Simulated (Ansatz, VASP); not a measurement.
**LiHF2 in VASP and in Ansatz**

File INCAR:

```
ALGO     = Normal         # electronic algorithm
EDIFF    = 1E-7           # SCF threshold, eV
ENCUT    = 520            # plane-wave cutoff, eV
GGA      = PS             # functional
ISIF     = 2              # what is computed and relaxed
ISMEAR   = 0              # smearing method
LASPH    = T              # aspherical terms in the spheres
LCHARG   = T              # write CHGCAR
LELF     = T              # ELF
LREAL    = F              # projectors in reciprocal space
LVHAR    = T            
LWAVE    = F              # write WAVECAR
NBANDS   = 17             # bands
NELM     = 60             # most SCF steps
PREC     = Accurate       # precision mode
SIGMA    = 0.02           # smearing width, eV
```

KPOINTS

```
k-points
0
Gamma
  9 9 9
```

POSCAR

```
LiHF2
1.0
    1.3932970018      0.8044203991      4.5403519347
   -1.3932970018      0.8044203991      4.5403519347
    0.0000000000     -1.6088407981      4.5403519347
Li H F
1 1 2
Direct
    0.0000000000      0.0000000000      0.0000000000
    0.5000000000      0.5000000000      0.5000000000
    0.3863132079      0.3863132079      0.3863132079
    0.6136867921      0.6136867921      0.6136867921
```

Input for Ansatz:

```yaml
crystal:
  lattice:
    - [1.3932970018, 0.8044203991, 4.5403519347]
    - [-1.3932970018, 0.8044203991, 4.5403519347]
    - [0.0, -1.6088407981, 4.5403519347]
  atoms:
    - { symbol: Li, position: [0.0, 0.0, 0.0] }
    - { symbol: H, position: [0.5, 0.5, 0.5] }
    - { symbol: F, position: [0.3863132079, 0.3863132079, 0.3863132079] }
    - { symbol: F, position: [0.6136867921, 0.6136867921, 0.6136867921] }
basis:
  ecutwfc: 420
kpoints:
  mp_grid: { grid: [9, 9, 9] }
hamiltonian:
  xc: pbesol
scf:
  occupations: { method: gaussian, width: 0.02 }
output:
  forces: true
  stress: true
  eigenvalues: true
  write_density: true
  write_potential: true
  elf: true
  volumetric_format: npy
```

Alike in both runs: task single point; functional PBEsol; k mesh 9 × 9 × 9; occupations gaussian, width 0.02 eV; no spin polarisation.

|  | VASP | Ansatz |
| --- | --- | --- |
| version | VASP 6.6.1 | Ansatz 0.2.0 |
| potentials or method | VASP PAW PBE potentials, release 64 (Li_sv, H, F), cutoff 520 eV | scalar-relativistic, plane waves, PAW |
| valence electrons in the cell | 18 | 18 |

```tsv
	VASP	Ansatz	Ansatz less VASP
gap on the k mesh at the Fermi level (eV)	3.65	3.67	+0.017
least direct gap on the mesh (eV)	3.86	3.88	+0.019
rms of the force components (eV/Å)	2.846	2.831	-0.0144
```

VASP's potentials were made for PBE, not for PBEsol. Atom by atom the forces differ by 0.014 eV/Å (rms over components).

Noted on VASP's run: the cutoff is short for stress, so the pressure is rough.
